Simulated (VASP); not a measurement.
**ZrC: single point with PBE**

Crystal: ZrC.

```xyz
2
Lattice="0.0000 2.3026 2.3026 2.3026 0.0000 2.3026 2.3026 2.3026 0.0000" Properties=species:S:1:pos:R:3 pbc="T T T"
Zr    2.3026    2.3026    2.3026
C     0.0000    0.0000    0.0000
```

This cell differs from its parent crystal: volume scaled by 0.9405.

```
Program                : VASP 6.6.1
Task                   : single point
Functional             : PBE
Potentials or basis    : VASP PAW PBE potentials, release 64 (Zr_sv, C)
Cutoff                 : 520 eV
k mesh                 : 15 × 15 × 15
Occupations            : fermi-dirac, width 0.05 eV
Spin                   : no spin polarisation
Dipole correction      : no
Further INCAR settings : ALGO = Normal; EDIFF = 1e-06; NBANDS = 15
```

```yaml
Pressure: 17.2 GPa
Band_gap_on_the_k_mesh: zero (band 8 reaches 11.28 eV, above the bottom of band 9 at 9.97 eV)
```

Levels at points of the mesh, in eV from the Fermi level:
| k point | band 6 | band 7 | band 8 | band 9 | band 10 | band 11 |
| --- | --- | --- | --- | --- | --- | --- |
| (0.00, 0.00, 0.00) | 0.95 | 0.95 | 0.95 | 1.11 | 1.11 | 1.11 |

Wall time 12 s on 1 thread of Intel(R) Xeon(R) 6975P-C (Granite Rapids), with other jobs on the host, peak memory 0.17 GiB.
